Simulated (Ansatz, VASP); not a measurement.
Two plane-wave programs on InSb

```
In Sb
1.0
     5.35700    0.00000    0.00000
     0.00000    5.71200    0.00000
     0.00000    0.00000    3.06300
In Sb
2 2
Direct
  0.00000 0.00000 0.00000
  0.50000 0.50000 0.00000
  0.50000 0.00000 0.83500
  0.00000 0.50000 0.16500
```

Alike in both runs: task electric field gradients; functional PBE; k mesh 6 × 6 × 11; occupations fermi-dirac, width 0.08 eV; no spin polarisation.

|  | VASP | Ansatz |
| --- | --- | --- |
| version | VASP 6.6.1 | Ansatz 0.2.0 |
| potentials or method | VASP PAW PBE potentials, release 64 (In_d, Sb) | PAW with Ansatz's default frozen-core files, scalar-relativistic |
| plane-wave cutoff (eV) | 520 | 420 |
| valence electrons in the cell | 36 | 56 |

VASP gave:

- pressure (GPa): 17.9
- traceless stress, the component that is largest in VASP (GPa): 12.14
- rms of the force components (eV/Å): 0.329
- size of Vzz on the site where it differs most (V/Å²): 82.4

Problem. Which values does Ansatz return?

Solution. Pressure (GPa): 17.9; traceless stress, the component that is largest in VASP (GPa): 12.17; rms of the force components (eV/Å): 0.329; size of Vzz on the site where it differs most (V/Å²): 74.2.

Atom by atom the forces differ by 0.001 eV/Å (rms over components). With one functional, cell and mesh, what is left measures potentials, basis and numerics. VASP's potentials hold 36 valence electrons a cell and Ansatz's 56, so a difference there can come from the potentials and not from the codes.

Neither program's run includes spin-orbit coupling.
